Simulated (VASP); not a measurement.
Runs of VASP 6.6.1 on Al. The structure is that of space group P6_3/mmc (No. 194), or close to it. The cells are those of the table. 

```tsv
cell	gap on the mesh (eV)	pressure (GPa)
a = 2.779, b = 2.779, c = 9.030 Å, angles 90.0, 90.0, 120.0°, 4 atoms	none	6.9
a = 2.808, b = 2.808, c = 9.124 Å, angles 90.0, 90.0, 120.0°, 4 atoms	none	(b)
a = 2.864, b = 2.864, c = 9.307 Å, angles 90.0, 90.0, 120.0°, 4 atoms	none	-1.5
a = 2.836, b = 2.836, c = 9.217 Å, angles 90.0, 90.0, 120.0°, 4 atoms	none	(a)
a = 2.892, b = 2.892, c = 9.396 Å, angles 90.0, 90.0, 120.0°, 4 atoms	none	-3.5
```

Alike in all rows: task single point; level PBEsol; potentials or basis VASP PAW PBE potentials, release 64 (Al); no spin polarisation; k mesh 9 × 9 × 3; cutoff (eV) 520; smearing fermi-dirac 0.1 eV.

Question: Estimate the missing entries.

Answer: (a) 0.9; (b) 3.6.

Caveats: the PAW data sets were made with another functional, which shifts forces and pressure a little.

A gap of «none» marks levels without a gap at the run's occupations.
